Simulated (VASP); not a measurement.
A run of VASP 6.6.1:

Contents of INCAR:

```
SYSTEM = Zn
PREC = Accurate
ENCUT = 520
EDIFF = 1E-6
ISMEAR = 0
SIGMA = 0.1
LREAL = .False.
LASPH = .True.
NELM = 100
ALGO = Fast
ISIF = 2
LWAVE = .False.
LCHARG = .False.
GGA = PE
NBANDS = 32
```

KPOINTS

```
Automatic mesh
0
Gamma
  6 6 4
  0 0 0
```

POSCAR

```
Zn
1.0
    2.6140511515     -1.7276878389      0.0000000000
    2.6140511515      1.7276878389      0.0000000000
    0.0000000000      0.0000000000      7.0476692657
Zn
4
Direct
    0.8500000000      0.1500000000      0.1170000000
    0.6500000000      0.3500000000      0.6170000000
    0.1500000000      0.8500000000      0.8830000000
    0.3500000000      0.6500000000      0.3830000000
```

Potentials or basis: VASP PAW PBE potentials, release 64 (Zn).

Command:

```bash
$ cat potpaw_PBE.64/Zn/POTCAR > POTCAR
$ mpirun -np 1 vasp_std > vasp.out
```

Hardware: 1 thread of AMD EPYC 7R13 Processor (Zen 3), with other jobs on the host.

**Question.** Estimate the wall time of this run.

**Answer.** Run time: 58 s on 1 thread of AMD EPYC 7R13 Processor (Zen 3) (shared host), peak memory 0.17 GiB. Counts: scf iterations 13, k points 39.
